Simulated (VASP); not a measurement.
Input of a VASP 6.6.1 run:

File INCAR:

```
SYSTEM = Te
PREC = Accurate ; ENCUT = 520
EDIFF = 1E-8 ; ISMEAR = -1
SIGMA = 0.05 ; LREAL = .FALSE.
LASPH = .TRUE. ; NELM = 80
ALGO = Normal ; ISIF = 2
LWAVE = .FALSE. ; LCHARG = .FALSE.
GGA = PE ; LEFG = .TRUE.
NBANDS = 16
```

KPOINTS

```
regular mesh
0
G
  8 8 8
  0 0 0
```

The input POSCAR:

```
Te
1.0
    4.2199390247     -2.3632695060      0.0000000000
    4.2199390247      2.3632695060      0.0000000000
   -0.1300137091      0.0000000000      3.9441146169
Te
3
Direct
    0.6760000000      0.6760000000      0.6750000000
    0.3240000000      0.3240000000      0.3250000000
    0.0000000000      0.0000000000      0.0000000000
```

Potentials or basis: VASP PAW PBE potentials, release 64 (Te).

Command:

```sh
$ cat potpaw_PBE.64/Te/POTCAR > POTCAR
$ mpirun -np 1 vasp_std > vasp.out
```

(1) What does it give for the band gap on the k mesh?

(2) Predict the pressure.

(3) Estimate the largest force.

Answers

(1) zero (bands 9 and 10 overlap by 3.54 eV).

(2) 10.3 GPa.

(3) 0.533 eV/Å.

Caveat: the cell stands under pressure; without QUAD_EFG the Cq values of the log hold for a quadrupole moment of 1 mb, not for the nuclei; spin-orbit coupling is left out, which moves the levels of the heavy elements.
